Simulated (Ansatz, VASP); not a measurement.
Bi in VASP and in Ansatz

```xyz
2
Lattice="2.3009 1.3284 4.1640 -2.3009 1.3284 4.1640 0.0000 -2.6569 4.1640" Properties=species:S:1:pos:R:3 pbc="T T T"
Bi    0.0000    0.0000    2.8961
Bi    0.0000    0.0000    9.5958
```

Alike in both runs: task single point; functional revPBE; k mesh 14 × 14 × 14; occupations fermi-dirac, width 0.1 eV; no spin polarisation.

|  | VASP | Ansatz |
| --- | --- | --- |
| version | VASP 6.6.1 | Ansatz 0.2.0 |
| potentials or method | VASP PAW PBE potentials, release 64 (Bi_d), cutoff 520 eV | plane waves (420 eV) with PAW, scalar-relativistic |
| valence electrons in the cell | 30 | 30 |

```tsv
	VASP	Ansatz	Ansatz less VASP
pressure (GPa)	0.0	0.0	+0.05
traceless stress, the component that is largest in VASP (GPa)	0.07	0.07	0.000
```

VASP's potentials were made for PBE, not for revPBE.

Neither program's run includes spin-orbit coupling.
